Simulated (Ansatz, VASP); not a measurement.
# Two plane-wave programs on HfO2

```
Hf O
1.0
     4.96273    0.00000    0.00000
     0.00000    4.96273    0.00000
     0.00000    0.00000    3.29196
Hf O
2 4
Direct
  0.00000 0.00000 0.00000
  0.50000 0.50000 0.50000
  0.19482 0.80518 0.50000
  0.30518 0.30518 0.00000
  0.69482 0.69482 0.00000
  0.80518 0.19482 0.50000
```

Change from the starting cell: mode 4 frozen in at +0.000 Å, equal normal strain along x, y and z +0.0167.

Alike in both runs: task single point; functional PBE; k mesh 6 × 6 × 8; occupations gaussian, width 0.05 eV; no spin polarisation.

|  | VASP | Ansatz |
| --- | --- | --- |
| version | VASP 6.6.1 | Ansatz 0.2.0 |
| potentials or method | VASP PAW PBE potentials, release 64 (Hf_pv, O), cutoff 520 eV | scalar-relativistic, plane waves, PAW |
| valence electrons in the cell | 44 | 76 |

Ansatz gave:

| Property | Result |
| --- | --- |
| gap on the k mesh at the Fermi level (eV) | 3.71 |
| least direct gap on the mesh (eV) | 3.71 |
| pressure (GPa) | -9.6 |
| traceless stress, the component that is largest in VASP (GPa) | -1.79 |
| rms of the force components (eV/Å) | 0.075 |

Task: Which values does VASP return?

Result: gap on the k mesh at the Fermi level (eV): 3.65; least direct gap on the mesh (eV): 3.65; pressure (GPa): -12.1; traceless stress, the component that is largest in VASP (GPa): -2.25; rms of the force components (eV/Å): 0.097.

Atom by atom the forces differ by 0.022 eV/Å (rms over components). VASP's potentials hold 44 valence electrons a cell and Ansatz's 76, so a difference there can come from the potentials and not from the codes.

Spin-orbit coupling is off throughout.
